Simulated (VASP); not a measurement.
# Lu (Im-3m) in VASP: further runs

Aim: see how the results for Lu move with the level of theory and the settings. Levels: r2SCAN0, r2SCAN. Tasks: single point.

All numbers are computed with VASP 6.6.1; they aren't measurements. Logs are shortened: lines on timing, memory, paths and dates and some standing lists are left out, and cuts for length are marked.

## (1) The cell of the first run

Symmetry: Im-3m, No. 229, cubic system. Conventional cell: a = 3.908 Å, b = 3.908 Å, c = 3.908 Å, α = 90.00°, β = 90.00°, γ = 90.00°. Lu (site symmetry m-3m) has 14 Lu at 3.38 to 3.91 Å within 4.4 Å.

This isn't the form of Lu at room conditions, which is hcp.

## (2) Single point, r2SCAN0

POSCAR reads:

```
Lu
1.0
   -1.9541071100      1.9541071100      1.9541071100
    1.9541071100     -1.9541071100      1.9541071100
    1.9541071100      1.9541071100     -1.9541071100
Lu
1
Direct
    0.0000000000      0.0000000000      0.0000000000
```

INCAR.step1 reads:

```
PREC     = Accurate       # precision mode
ENCUT    = 580            # plane-wave cutoff, eV
EDIFF    = 1E-5           # SCF threshold, eV
ISMEAR   = 1              # smearing method
SIGMA    = 0.01           # smearing width, eV
LREAL    = False          # projectors in reciprocal space
LASPH    = True           # aspherical terms in the spheres
NELM     = 120            # most SCF steps
ALGO     = Normal         # electronic algorithm
ISIF     = 2              # what is computed and relaxed
LWAVE    = True           # write WAVECAR
LCHARG   = False          # write CHGCAR
GGA      = PE             # functional
NBANDS   = 18             # bands
GGA_COMPAT= False        
KPAR     = 4
```

INCAR.step2 reads:

```
PREC     = Accurate       # precision mode
ENCUT    = 580            # plane-wave cutoff, eV
EDIFF    = 1E-6           # SCF threshold, eV
ISMEAR   = 1              # smearing method
SIGMA    = 0.01           # smearing width, eV
LREAL    = False          # projectors in reciprocal space
LASPH    = True           # aspherical terms in the spheres
NELM     = 120            # most SCF steps
ALGO     = Normal         # electronic algorithm
ISIF     = 2              # what is computed and relaxed
LWAVE    = False          # write WAVECAR
LCHARG   = False          # write CHGCAR
METAGGA  = R2SCAN         # meta-GGA
LHFCALC  = True           # exact exchange
AEXX     = 0.25           # exact-exchange fraction
LMIXTAU  = True         
PRECFOCK = Normal       
ISTART   = 1            
NBANDS   = 18             # bands
GGA_COMPAT= False        
KPAR     = 4
```

KPOINTS reads:

```
Automatic mesh
0
Gamma
  7 7 7
```

Potentials or basis: VASP PAW PBE potentials, release 64 (Lu).

Command:

```console
$ cat potpaw_PBE.64/Lu/POTCAR > POTCAR
$ cp INCAR.step1 INCAR
$ mpirun -np 4 vasp_std > vasp.out
$ cp INCAR.step2 INCAR
$ mpirun -np 4 vasp_std > vasp.out
```

OUTCAR:

```text
PREC = Accurate
   ENCUT = 580
   EDIFF = 1E-6
   ISMEAR = 1
   LREAL = False
   LASPH = True
   NELM = 120
   ISIF = 2
   METAGGA = R2SCAN
   LHFCALC = True
   AEXX = 0.25
   PRECFOCK = Normal
   ISTART = 1

 ion  position               nearest neighbor table
   1  0.000  0.000  0.000-

  LATTYP: Found a body centered cubic cell.
 ALAT       =     3.9082142200

  Lattice vectors:

 A1 = (  -1.9541071100,   1.9541071100,   1.9541071100)
 A2 = (   1.9541071100,  -1.9541071100,   1.9541071100)
 A3 = (   1.9541071100,   1.9541071100,  -1.9541071100)

Analysis of symmetry for initial positions (statically):
=====================================================================
 Subroutine PRICEL returns:
 Original cell was already a primitive cell.

 Routine SETGRP: Setting up the symmetry group for a
 body centered cubic supercell.

 Subroutine GETGRP returns: Found 48 space group operations
 (whereof 48 operations were pure point group operations)
 out of a pool of 48 trial point group operations.

The static configuration has the point symmetry O_h .

Analysis of symmetry for dynamics (positions and initial velocities):
=====================================================================
 Subroutine PRICEL returns:
 Original cell was already a primitive cell.

 Routine SETGRP: Setting up the symmetry group for a
 body centered cubic supercell.

 Subroutine GETGRP returns: Found 48 space group operations
 (whereof 48 operations were pure point group operations)
 out of a pool of 48 trial point group operations.

The dynamic configuration has the point symmetry O_h .

 Subroutine INISYM returns: Found 48 space group operations
 (whereof 48 operations are pure point group operations),
 and found     1 'primitive' translations

----------------------------------------------------------------------------------------

                                     Primitive cell

  volume of cell :      29.8473

  direct lattice vectors                    reciprocal lattice vectors
    -1.954107110  1.954107110  1.954107110     0.000000000  0.255871338  0.255871338
     1.954107110 -1.954107110  1.954107110     0.255871338  0.000000000  0.255871338
     1.954107110  1.954107110 -1.954107110     0.255871338  0.255871338  0.000000000

  length of vectors
     3.384612798  3.384612798  3.384612798     0.361856716  0.361856716  0.361856716

  position of ions in fractional coordinates (direct lattice)
     0.000000000  0.000000000  0.000000000

  ion indices of the primitive-cell ions
   primitive index   ion index
                 1           1

----------------------------------------------------------------------------------------

 KPOINTS: Automatic mesh

Automatic generation of k-mesh.
 Grid dimensions read from file:
 generate k-points for:    7    7    7

 Generating k-lattice:

  Cartesian coordinates                     Fractional coordinates (reciprocal lattice)
     0.000000000  0.036553048  0.036553048     0.142857143  0.000000000  0.000000000
     0.036553048  0.000000000  0.036553048     0.000000000  0.142857143  0.000000000
     0.036553048  0.036553048  0.000000000     0.000000000  0.000000000  0.142857143

  Length of vectors
     0.051693817  0.051693817  0.051693817

  Shift w.r.t. Gamma in fractional coordinates (k-lattice)
     0.000000000  0.000000000  0.000000000

 Subroutine IBZKPT returns following result:
 ===========================================

 Found     20 irreducible k-points:

 Following reciprocal coordinates:
            Coordinates               Weight
  0.000000  0.000000  0.000000      1.000000
  0.142857  0.000000  0.000000     12.000000
  0.285714  0.000000  0.000000     12.000000
  0.428571  0.000000  0.000000     12.000000
  0.142857  0.142857  0.000000     24.000000
  0.285714  0.142857 -0.000000     48.000000
[... 12 lines left out ...]
 -0.428571 -0.428571  0.285714      8.000000
 -0.428571  0.428571  0.428571      6.000000
   k-points           NKPTS =     20   k-points in BZ     NKDIM =    343   number of bands    NBANDS=     18
   number of dos      NEDOS =    301   number of ions     NIONS =      1
   total plane-waves  NPLWV =  21952
   dimension x,y,z NGX =    28 NGY =   28 NGZ =   28
   dimension x,y,z NGXF=    56 NGYF=   56 NGZF=   56
   ions per type =               1
   NGX,Y,Z   is equivalent  to a cutoff of  13.75, 13.75, 13.75 a.u.
   NGXF,Y,Z  is equivalent  to a cutoff of  27.51, 27.51, 27.51 a.u.
 SYSTEM =  unknown system
   PREC   = accura    normal or accurate (medium, high low for compatibility)
   ISTART =      1    job   : 0-new  1-cont  2-samecut
   ICHARG =      0    charge: 1-file 2-atom 10-const
   ISPIN  =      1    spin polarized calculation?
   LNONCOLLINEAR =      F non collinear calculations
   LSORBIT =      F    spin-orbit coupling
   LASPH  =      T    aspherical Exc in radial PAW
   ENCUT  =  580.0 eV  42.63 Ry    6.53 a.u.   6.65  6.65  6.65*2*pi/ulx,y,z
   NELM   =    120;   NELMIN=  2; NELMDL=  0     # of ELM steps
   EDIFF  = 0.1E-05   stopping-criterion for ELM
   LREAL  =      F    real-space projection
   EDIFFG = 0.1E-04   stopping-criterion for IOM
   NSW    =      0    number of steps for IOM
   IBRION =     -1    ionic relax: 0-MD 1-quasi-New 2-CG
   NFREE  =      0    steps in history (QN), initial steepest desc. (CG)
   ISIF   =      2    stress and relaxation
   ISYM   =      3    0-nonsym 1-usesym 2-fastsym
   POTIM  = 0.5000    time-step for ionic-motion
   TEBEG  =    0.0;   TEEND  =   0.0 temperature during run
   PSTRESS=    0.0 pullay stress
   NELECT =      25.0000    total number of electrons
   NUPDOWN=      -1.0000    fix difference up-down
   EMIN   =  10.00;   EMAX   =-10.00  energy-range for DOS
   EFERMI =   0.00;   METHOD = LEGACY
   ISMEAR =     1;   SIGMA  =   0.01  broadening in eV -4-tet -1-fermi 0-gaus
   EFERMI_NEDOS =   21; number of points for ismear=-14 and -15
   IALGO  =     38    algorithm
   IMIX   =      1    mixing-type and parameters
     AMIX     =   0.40;   BMIX     =  1.00
     AMIX_MAG =   1.60;   BMIX_MAG =  1.00
  volume/ion in A,a.u.               =      29.85       201.42
  Fermi-wavevector in a.u.,A,eV,Ry     =   1.543191  2.916209 32.401456  2.381440
  Thomas-Fermi vector in A             =   2.648889
   LORBIT       =      0    0 simple, 1 ext, 2 COOP (PROOUT), +10 PAW based schemes
   METAGGA = R2SCAN    functional components
   LHFCALC =     T    Hartree Fock is set to
   PRECFOCK=normal    Normal, Fast or Accurate (Low or Medium for compatibility)
   ENCUT4O =  -1.0   cutoff for four orbital integrals eV
   NKREDX  =     1    reduce k-point grid by
   NKREDY  =     1    reduce k-point grid by
   NKREDZ  =     1    reduce k-point grid by
   AEXX    =    0.2500 exact exchange contribution
   HFSCREEN=    0.0000 screening length (either q_TF or 0.3 A-1)
   HFSCREENC=   0.0000 screening length for correlation (either q_TF or 0.3 A-1)
   ENCUTFOCK=  -1.0 apply spherical cutoff to Coloumb kernel
   IVDW    =     0    specifies the selected vdW correction
   LEPSILON=     F    determine dielectric tensor
   LRPA    =     F    only Hartree local field effects (RPA)
 non-spin polarized calculation
 Methfessel and Paxton  Order N= 1 SIGMA  =   0.01
  energy-cutoff  :      580.00
  volume of cell :       29.85
 maximum number of plane-waves:       959
  NGX = 20; NGY = 20; NGZ = 20

 number of electron      24.9999996 magnetization

 Free energy of the ion-electron system (eV)
  ---------------------------------------------------
  ext. energy  EPLUGINS =         0.00000000
  ---------------------------------------------------
  free energy    TOTEN  =       -30.89699791 eV

  energy without entropy =      -30.89693992  energy(sigma->0) =      -30.89697858

 E-fermi :   2.0564     XC(G=0):  -8.8565

 val. band max:        2.0509051505   @ k =   0.2857   0.1429   0.1429
 cond. band min:       2.3937795660   @ k =   0.4286   0.1429   0.0000
 fundamental gap:      0.3428744155
 Fermi energy:         2.0563955278

 k-point     1 :       0.0000    0.0000    0.0000
  band No.  band energies     occupation
      1     -59.0519      2.00000
      2     -27.6285      2.00000
      3     -27.6285      2.00000
      4     -27.6285      2.00000
      5      -6.5850      2.00000
      6      -6.5850      2.00000
[... 10 lines left out ...]
     17       7.8888      0.00000
     18      15.1415      0.00000

 k-point     2 :       0.1429    0.0000    0.0000
  band No.  band energies     occupation
      1     -59.0453      2.00000
      2     -27.7323      2.00000
      3     -27.6591      2.00000
      4     -27.6292      2.00000
      5      -6.5809      2.00000
      6      -6.5756      2.00000
[... 10 lines left out ...]
     17       7.8753      0.00000
     18      15.6306      0.00000

 k-point     3 :       0.2857    0.0000    0.0000
  band No.  band energies     occupation
      1     -59.0306      2.00000
      2     -27.9561      2.00000
      3     -27.7274      2.00000
      4     -27.6311      2.00000
      5      -6.5755      2.00000
      6      -6.5555      2.00000
[... 10 lines left out ...]
     17       8.0583      0.00000
     18      14.5674      0.00000

 k-point     4 :       0.4286    0.0000    0.0000
  band No.  band energies     occupation
      1     -59.0187      2.00000
      2     -28.1268      2.00000
      3     -27.7817      2.00000
      4     -27.6326      2.00000
      5      -6.5764      2.00000
      6      -6.5621      2.00000
[... 291 lines left out ...]
      4     -27.8507      2.00000
      5      -6.5785      2.00000
      6      -6.5535      2.00000
[... 10 lines left out ...]
     17       9.8546      0.00000
     18      12.6514      0.00000

 k-point    19 :      -0.4286   -0.4286    0.2857
  band No.  band energies     occupation
      1     -58.9984      2.00000
      2     -27.9909      2.00000
      3     -27.9909      2.00000
      4     -27.8614      2.00000
      5      -6.5860      2.00000
      6      -6.5479      2.00000
[... 10 lines left out ...]
     17      10.9490      0.00000
     18      11.7057      0.00000

 k-point    20 :      -0.4286    0.4286    0.4286
  band No.  band energies     occupation
      1     -58.9942      2.00000
      2     -27.9799      2.00000
      3     -27.9586      2.00000
      4     -27.9586      2.00000
      5      -6.5922      2.00000
      6      -6.5504      2.00000
[... 10 lines left out ...]
     17       9.9141      0.00000
     18      11.7309      0.00000

------------------------ aborting loop because EDIFF is reached ----------------------------------------

  FORCE on cell =-STRESS in cart. coord.  units (eV):
  Direction    XX          YY          ZZ          XY          YZ          ZX
  --------------------------------------------------------------------------------------
  -------------------------------------------------------------------------------------
  Total        0.1920440      0.1920440      0.1920440      0.0000000     -0.0000000      0.0000000
  in kB       10.3087572     10.3087572     10.3087572      0.0000000     -0.0000000      0.0000000
  external PRESSURE =      10.3087572 kB  Pullay stress =       0.0000000 kB

 VOLUME and BASIS-vectors are now :
 -----------------------------------------------------------------------------
  energy-cutoff  :      580.00
  volume of cell :       29.85
      direct lattice vectors                 reciprocal lattice vectors
    -1.954107110  1.954107110  1.954107110     0.000000000  0.255871338  0.255871338
     1.954107110 -1.954107110  1.954107110     0.255871338  0.000000000  0.255871338
     1.954107110  1.954107110 -1.954107110     0.255871338  0.255871338  0.000000000

 POSITION                                       TOTAL-FORCE (eV/Angst)
 -----------------------------------------------------------------------------------
      0.00000      0.00000      0.00000         0.000000     -0.000000      0.000000
 -----------------------------------------------------------------------------------
    total drift:                                0.000000      0.000000      0.000000

  FREE ENERGIE OF THE ION-ELECTRON SYSTEM (eV)
  ---------------------------------------------------
  free  energy   TOTEN  =       -30.8969979062 eV

  energy  without entropy=      -30.8969399215  energy(sigma->0) =      -30.89697858
```

It took 81 min on 4 MPI ranks of AMD EPYC, shared host; peak memory 0.16 GiB.

What came out:

```yaml
Free_energy: -30.8970 eV
Pressure: 1.0 GPa
Band_gap_on_the_k_mesh: zero (an odd number of electrons rules out a gap without spin polarisation)
```

Caveat: the PAW data sets were made with another functional, which shifts forces and pressure a little; spin-orbit coupling is left out, which moves the levels of the heavy elements.

(Part 1 of 2 ends here.)

The gap in the log of VASP goes by the Fermi energy; the results here count the filled bands.